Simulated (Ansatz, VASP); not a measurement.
**Two plane-wave programs on RbBr**

The input INCAR:

```
ALGO = Normal
EDIFF = 1E-6
EDIFFG = -0.002
ENCUT = 600
GGA = PS
IBRION = 2
ISIF = 3
ISMEAR = -1
LASPH = True
LCHARG = False
LREAL = False
LWAVE = False
NELM = 100
NSW = 100
PREC = Accurate
SIGMA = 0.1
```

Contents of KPOINTS:

```
k-points
0
Gamma
  12 12 12
```

Contents of POSCAR:

```
RbBr
1.0
    0.0000000000      3.4270000000      3.4270000000
    3.4270000000      0.0000000000      3.4270000000
    3.4270000000      3.4270000000      0.0000000000
Rb Br
1 1
Direct
    0.0000000000      0.0000000000      0.0000000000
    0.5000000000      0.5000000000      0.5000000000
```

Input for Ansatz:

```yaml
crystal:
  lattice:
    - [0.0, 3.427, 3.427]
    - [3.427, 0.0, 3.427]
    - [3.427, 3.427, 0.0]
  atoms:
    - { symbol: Rb, position: [0.0, 0.0, 0.0] }
    - { symbol: Br, position: [0.5, 0.5, 0.5] }
kpoints:
  mp_grid: { grid: [12, 12, 12] }
scf:
  occupations: { method: fermi_dirac, width: 0.1 }
hamiltonian:
  xc: pbesol
  pseudopotentials: { kind: paw }
relax:
  f_tol: 0.002
  max_steps: 80
  cell: {}
output:
  forces: true
  stress: true
```

Alike in both runs: task relaxation of cell and atoms; functional PBEsol; k mesh 12 × 12 × 12; occupations fermi-dirac, width 0.1 eV; no spin polarisation.

|  | VASP | Ansatz |
| --- | --- | --- |
| version | VASP 6.6.1 | Ansatz 0.2.0 |
| potentials or method | VASP PAW PBE potentials, release 64 (Rb_sv, Br) | PAW with Ansatz's default frozen-core files, scalar-relativistic |
| plane-wave cutoff (eV) | 600 | 420 |
| valence electrons in the cell | 16 | 16 |

|  | VASP | Ansatz | Ansatz less VASP |
| --- | --- | --- | --- |
| relaxed volume (Å³/atom) | 40.18 | 40.17 | -0.007 |
| relaxed length of the cell vector where the two differ most in proportion (Å) | 4.844 | 4.844 | -0.0003 |

VASP's potentials were made for PBE, not for PBEsol.
